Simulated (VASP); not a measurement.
# O (Pm-3m) in VASP: further runs

O is run at these levels: PBEsol; tasks: single point.

All numbers are computed with VASP 6.6.1; they aren't measurements. Logs are shortened: lines on timing, memory, paths and dates and some standing lists are left out, and cuts for length are marked.

**1. The cell of the first run**

The structure is cubic, space group Pm-3m (No. 221). The conventional cell has a = 1.858 Å, b = 1.858 Å, c = 1.858 Å, α = 90.00°, β = 90.00°, γ = 90.00°. Within 2.5 Å of O (site symmetry m-3m) lie 6 O at 1.86 Å.

**2. Single point, PBEsol (volume scaled by 0.85)**

Input file INCAR:

```
  PREC = Accurate
  ENCUT = 520
  EDIFF = 1E-6
  ISMEAR = -1
  SIGMA = 0.05
  LREAL = F
  LASPH = T
  NELM = 80
  ALGO = Normal
  ISIF = 2
  LWAVE = F
  LCHARG = F
  GGA = PS
  NBANDS = 9
```

Input file KPOINTS:

```
Automatic mesh
0
Gamma
  16 16 16
```

Input file POSCAR:

```
O
1.0
    1.8584090528      0.0000000000      0.0000000000
    0.0000000000      1.8584090528      0.0000000000
    0.0000000000      0.0000000000      1.8584090528
O
1
Direct
    0.0000000000      0.0000000000      0.0000000000
```

Potentials or basis: VASP PAW PBE potentials, release 64 (O).

Command:

```sh
$ cat potpaw_PBE.64/O/POTCAR > POTCAR
$ mpirun -np 1 vasp_std > vasp.out
```

OUTCAR:

```text
PREC = Accurate
   ENCUT = 520
   EDIFF = 1E-6
   ISMEAR = -1
   LREAL = F
   LASPH = T
   NELM = 80
   ISIF = 2
   GGA = PS

 ion  position               nearest neighbor table
   1  0.000  0.000  0.000-

  LATTYP: Found a simple cubic cell.
 ALAT       =     1.8584090528

  Lattice vectors:

 A1 = (   1.8584090528,   0.0000000000,   0.0000000000)
 A2 = (   0.0000000000,   1.8584090528,   0.0000000000)
 A3 = (   0.0000000000,   0.0000000000,   1.8584090528)

Analysis of symmetry for initial positions (statically):
=====================================================================
 Subroutine PRICEL returns:
 Original cell was already a primitive cell.

 Routine SETGRP: Setting up the symmetry group for a
 simple cubic supercell.

 Subroutine GETGRP returns: Found 48 space group operations
 (whereof 48 operations were pure point group operations)
 out of a pool of 48 trial point group operations.

The static configuration has the point symmetry O_h .

Analysis of symmetry for dynamics (positions and initial velocities):
=====================================================================
 Subroutine PRICEL returns:
 Original cell was already a primitive cell.

 Routine SETGRP: Setting up the symmetry group for a
 simple cubic supercell.

 Subroutine GETGRP returns: Found 48 space group operations
 (whereof 48 operations were pure point group operations)
 out of a pool of 48 trial point group operations.

The dynamic configuration has the point symmetry O_h .

 Subroutine INISYM returns: Found 48 space group operations
 (whereof 48 operations are pure point group operations),
 and found     1 'primitive' translations

----------------------------------------------------------------------------------------

                                     Primitive cell

  volume of cell :       6.4184

  direct lattice vectors                    reciprocal lattice vectors
     1.858409053  0.000000000  0.000000000     0.538094667  0.000000000  0.000000000
     0.000000000  1.858409053  0.000000000     0.000000000  0.538094667  0.000000000
     0.000000000  0.000000000  1.858409053     0.000000000  0.000000000  0.538094667

  length of vectors
     1.858409053  1.858409053  1.858409053     0.538094667  0.538094667  0.538094667

  position of ions in fractional coordinates (direct lattice)
     0.000000000  0.000000000  0.000000000

  ion indices of the primitive-cell ions
   primitive index   ion index
                 1           1

----------------------------------------------------------------------------------------

 KPOINTS: Automatic mesh

Automatic generation of k-mesh.
 Grid dimensions read from file:
 generate k-points for:   16   16   16

 Generating k-lattice:

  Cartesian coordinates                     Fractional coordinates (reciprocal lattice)
     0.033630917  0.000000000  0.000000000     0.062500000  0.000000000  0.000000000
     0.000000000  0.033630917  0.000000000     0.000000000  0.062500000  0.000000000
     0.000000000  0.000000000  0.033630917     0.000000000  0.000000000  0.062500000

  Length of vectors
     0.033630917  0.033630917  0.033630917

  Shift w.r.t. Gamma in fractional coordinates (k-lattice)
     0.000000000  0.000000000  0.000000000

 Subroutine IBZKPT returns following result:
 ===========================================

 Found    165 irreducible k-points:

 Following reciprocal coordinates:
            Coordinates               Weight
  0.000000  0.000000  0.000000      1.000000
  0.062500  0.000000  0.000000      6.000000
  0.125000  0.000000  0.000000      6.000000
  0.187500  0.000000  0.000000      6.000000
  0.250000  0.000000  0.000000      6.000000
  0.312500  0.000000  0.000000      6.000000
[... 16 lines left out ...]
  0.437500  0.125000  0.000000     24.000000
  0.500000  0.125000  0.000000     12.000000
 [... further k-points ...]
   k-points           NKPTS =    165   k-points in BZ     NKDIM =    165   number of bands    NBANDS=      9
   number of dos      NEDOS =    301   number of ions     NIONS =      1
   total plane-waves  NPLWV =   2744
   dimension x,y,z NGX =    14 NGY =   14 NGZ =   14
   dimension x,y,z NGXF=    28 NGYF=   28 NGZF=   28
   ions per type =               1
   NGX,Y,Z   is equivalent  to a cutoff of  12.52, 12.52, 12.52 a.u.
   NGXF,Y,Z  is equivalent  to a cutoff of  25.05, 25.05, 25.05 a.u.
 SYSTEM =  unknown system
   PREC   = accura    normal or accurate (medium, high low for compatibility)
   ISTART =      0    job   : 0-new  1-cont  2-samecut
   ICHARG =      2    charge: 1-file 2-atom 10-const
   ISPIN  =      1    spin polarized calculation?
   LNONCOLLINEAR =      F non collinear calculations
   LSORBIT =      F    spin-orbit coupling
   LASPH  =      T    aspherical Exc in radial PAW
   ENCUT  =  520.0 eV  38.22 Ry    6.18 a.u.   3.46  3.46  3.46*2*pi/ulx,y,z
   NELM   =     80;   NELMIN=  2; NELMDL= -5     # of ELM steps
   EDIFF  = 0.1E-05   stopping-criterion for ELM
   LREAL  =      F    real-space projection
   EDIFFG = 0.1E-04   stopping-criterion for IOM
   NSW    =      0    number of steps for IOM
   IBRION =     -1    ionic relax: 0-MD 1-quasi-New 2-CG
   NFREE  =      0    steps in history (QN), initial steepest desc. (CG)
   ISIF   =      2    stress and relaxation
   ISYM   =      2    0-nonsym 1-usesym 2-fastsym
   POTIM  = 0.5000    time-step for ionic-motion
   TEBEG  =    0.0;   TEEND  =   0.0 temperature during run
   PSTRESS=    0.0 pullay stress
   NELECT =       6.0000    total number of electrons
   NUPDOWN=      -1.0000    fix difference up-down
   EMIN   =  10.00;   EMAX   =-10.00  energy-range for DOS
   EFERMI =   0.00;   METHOD = LEGACY
   ISMEAR =    -1;   SIGMA  =   0.05  broadening in eV -4-tet -1-fermi 0-gaus
   EFERMI_NEDOS =   21; number of points for ismear=-14 and -15
   IALGO  =     38    algorithm
   IMIX   =      4    mixing-type and parameters
     AMIX     =   0.40;   BMIX     =  1.00
     AMIX_MAG =   1.60;   BMIX_MAG =  1.00
  volume/ion in A,a.u.               =       6.42        43.31
  Fermi-wavevector in a.u.,A,eV,Ry     =   1.600727  3.024935 34.862574  2.562327
  Thomas-Fermi vector in A             =   2.697817
   LORBIT       =      0    0 simple, 1 ext, 2 COOP (PROOUT), +10 PAW based schemes
   GGA     = PS    functional components
   LHFCALC =     F    Hartree Fock is set to
   AEXX    =    0.0000 exact exchange contribution
   IVDW    =     0    specifies the selected vdW correction
   LEPSILON=     F    determine dielectric tensor
   LRPA    =     F    only Hartree local field effects (RPA)
 non-spin polarized calculation
  energy-cutoff  :      520.00
  volume of cell :        6.42
 maximum number of plane-waves:       183
 NGX is ok and might be reduce to    14
   NGX =  7   NGY =  7   NGZ =  7

 number of electron       5.9999996 magnetization

 Free energy of the ion-electron system (eV)
  ---------------------------------------------------
  ext. energy  EPLUGINS =         0.00000000
  ---------------------------------------------------
  free energy    TOTEN  =        -3.35206943 eV

  energy without entropy =       -3.34913105  energy(sigma->0) =       -3.35060024

 E-fermi :   5.7242     XC(G=0): -13.4574

 val. band max:        5.7004309952   @ k =   0.1250   0.1250   0.1250
 cond. band min:       5.7997426585   @ k =   0.1875   0.1250   0.1250
 fundamental gap:      0.0993116632
 Fermi energy:         5.7242107933

 k-point     1 :       0.0000    0.0000    0.0000
  band No.  band energies     occupation
      1     -19.3433      2.00000
      2       7.0821      0.00000
      3       7.0821      0.00000
      4       7.0821      0.00000
      5      24.2137      0.00000
      6      33.9674      0.00000
      7      33.9674      0.00000
      8      55.2325      0.00000
      9      55.2325      0.00000

 k-point     2 :       0.0625    0.0000    0.0000
  band No.  band energies     occupation
      1     -19.2242      2.00000
      2       6.5490      0.00000
      3       7.1299      0.00000
      4       7.1299      0.00000
      5      24.3904      0.00000
      6      34.1224      0.00000
      7      34.3338      0.00000
      8      54.8489      0.00000
      9      54.8492      0.00000

 k-point     3 :       0.1250    0.0000    0.0000
  band No.  band energies     occupation
      1     -18.8697      2.00000
      2       5.1166      1.99999
      3       7.2679      0.00000
      4       7.2679      0.00000
      5      24.8529      0.00000
      6      34.5847      0.00000
      7      35.2352      0.00000
      8      53.7795      0.00000
      9      53.7796      0.00000

 k-point     4 :       0.1875    0.0000    0.0000
  band No.  band energies     occupation
      1     -18.2928      2.00000
      2       3.1335      2.00000
      3       7.4790      0.00000
      4       7.4790      0.00000
      5      25.4920      0.00000
      6      35.3450      0.00000
      7      36.1727      0.00000
      8      52.2189      0.00000
      9      52.2189      0.00000
[... 205 lines left out ...]
 k-point    22 :       0.3750    0.1250    0.0000
  band No.  band energies     occupation
      1     -15.1951      2.00000
      2      -2.7998      2.00000
      3       6.6518      0.00000
      4       8.3917      0.00000
      5      27.1128      0.00000
      6      36.0990      0.00000
      7      39.5593      0.00000
      8      45.0882      0.00000
      9      48.1110      0.00000

 k-point    23 :       0.4375    0.1250    0.0000
  band No.  band energies     occupation
      1     -14.3992      2.00000
      2      -4.1891      2.00000
      3       6.8732      0.00000
      4       8.5464      0.00000
      5      27.3428      0.00000
      6      35.7219      0.00000
      7      40.8353      0.00000
      8      43.6348      0.00000
      9      47.3275      0.00000

 k-point    24 :       0.5000    0.1250    0.0000
  band No.  band energies     occupation
      1     -14.0708      2.00000
      2      -4.7187      2.00000
      3       6.9528      0.00000
      4       8.6019      0.00000
      5      27.4222      0.00000
      6      35.5785      0.00000
      7      42.1998      0.00000
      8      42.2157      0.00000
      9      47.0559      0.00000

 [... further k-points ...]

------------------------ aborting loop because EDIFF is reached ----------------------------------------

  FORCE on cell =-STRESS in cart. coord.  units (eV):
  Direction    XX          YY          ZZ          XY          YZ          ZX
  --------------------------------------------------------------------------------------
  -------------------------------------------------------------------------------------
  Total        1.8720003      1.8720003      1.8720003     -0.0000000     -0.0000000      0.0000000
  in kB      467.2965380    467.2965380    467.2965380     -0.0000000     -0.0000000      0.0000000
  external PRESSURE =     467.2965380 kB  Pullay stress =       0.0000000 kB

 VOLUME and BASIS-vectors are now :
 -----------------------------------------------------------------------------
  energy-cutoff  :      520.00
  volume of cell :        6.42
      direct lattice vectors                 reciprocal lattice vectors
     1.858409053  0.000000000  0.000000000     0.538094667  0.000000000  0.000000000
     0.000000000  1.858409053  0.000000000     0.000000000  0.538094667  0.000000000
     0.000000000  0.000000000  1.858409053     0.000000000  0.000000000  0.538094667

 POSITION                                       TOTAL-FORCE (eV/Angst)
 -----------------------------------------------------------------------------------
      0.00000      0.00000      0.00000         0.000000      0.000000      0.000000
 -----------------------------------------------------------------------------------
    total drift:                               -0.000000     -0.000000     -0.000000

  FREE ENERGIE OF THE ION-ELECTRON SYSTEM (eV)
  ---------------------------------------------------
  free  energy   TOTEN  =        -3.3520694350 eV

  energy  without entropy=       -3.3491310528  energy(sigma->0) =       -3.35060024
```

Wall time 2.4 s (1 thread of Intel Xeon 6975P-C (Granite Rapids), shared host); peak memory 0.11 GiB.

Results:

* Free energy: -3.3521 eV
* Pressure: 46.7 GPa
* Band gap on the k mesh: zero (band 3 reaches 8.45 eV, above the bottom of band 4 at 1.06 eV)

Caveat: the PAW data sets were made with another functional, which shifts forces and pressure a little.

**3. Single point, PBEsol (volume scaled by 0.95)**

Input file INCAR:

```
PREC     = Accurate       # precision mode
ENCUT    = 520            # plane-wave cutoff, eV
EDIFF    = 1E-6           # SCF threshold, eV
ISMEAR   = -1             # smearing method
SIGMA    = 0.05           # smearing width, eV
LREAL    = F              # projectors in reciprocal space
LASPH    = T              # aspherical terms in the spheres
NELM     = 80             # most SCF steps
ALGO     = Normal         # electronic algorithm
ISIF     = 2              # what is computed and relaxed
LWAVE    = F              # write WAVECAR
LCHARG   = T              # write CHGCAR
GGA      = PS             # functional
LELF     = T              # ELF
LVHAR    = T            
NBANDS   = 9              # bands
```

KPOINTS is that of step 2.

Input file POSCAR:

```
O
1.0
    1.9286031520      0.0000000000      0.0000000000
    0.0000000000      1.9286031520      0.0000000000
    0.0000000000      0.0000000000      1.9286031520
O
1
Direct
    0.0000000000      0.0000000000      0.0000000000
```

Potentials or basis: VASP PAW PBE potentials, release 64 (O).

Command:

```sh
$ cat potpaw_PBE.64/O/POTCAR > POTCAR
$ mpirun -np 1 vasp_std > vasp.out
```

It took 2.7 s on 1 thread of Intel Xeon 6975P-C (Granite Rapids), shared host; peak memory 0.11 GiB.

Results (log left out):

```
Free energy            : -3.4839 eV
Pressure               : 11.3 GPa
Band gap on the k mesh : zero (band 3 reaches 6.34 eV, above the bottom of band 4 at -0.09 eV)
```

Levels at points of the mesh, in eV from the Fermi level:
```
           k point  band 1  band 2  band 3  band 4  band 5  band 6  band 7
(0.00, 0.00, 0.00)  -23.45    1.23    1.23    1.23   16.95   27.52   27.52
(0.50, 0.00, 0.00)  -19.36   -9.41    2.39    2.39   21.85   26.98   33.93
(0.50, 0.50, 0.00)  -15.77   -6.33   -6.33    3.33   12.89   32.40   32.40
(0.50, 0.50, 0.50)  -12.54   -4.05   -4.05   -4.05   20.78   20.78   20.78
```

Caveat: the PAW data sets were made with another functional, which shifts forces and pressure a little.
